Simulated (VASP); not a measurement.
Ni, 1 atom in the cell. Symmetry: Im-3m, No. 229, cubic system. Conventional cell: a = 2.767 Å, b = 2.767 Å, c = 2.767 Å, α = 90.00°, β = 90.00°, γ = 90.00°. Ni (site symmetry m-3m) has 14 Ni at 2.40 to 2.77 Å within 3.2 Å. 

```yaml
Program: VASP 6.6.1
Task: single point
Functional: LDA
Potentials_or_basis: VASP PAW LDA potentials, release 64 (Ni)
Cutoff: 520 eV
k_mesh: 20 × 20 × 20
Occupations: gaussian, width 0.05 eV
Spin: collinear spin, ferromagnetic start
Starting_moments: "[2.0] μB"
Dipole_correction: no
Further_INCAR_settings: ALGO = Normal; EDIFF = 1e-06; NBANDS = 15
```

Potentials or basis: VASP PAW LDA potentials, release 64 (Ni).

The run is started by

```bash
$ cat potpaw_LDA.64/Ni/POTCAR > POTCAR
$ mpirun -np 1 vasp_std > vasp.out
```

Hardware: 1 thread of Intel(R) Xeon(R) Platinum 8375C CPU @ 2.90GHz (Ice Lake), with other jobs on the host.

Q: Estimate the wall time of this run.

A: Wall time 54 s on 1 thread of Intel(R) Xeon(R) Platinum 8375C CPU @ 2.90GHz (Ice Lake) (shared host), peak memory 0.17 GiB. Counts: scf iterations 13, k points 256.
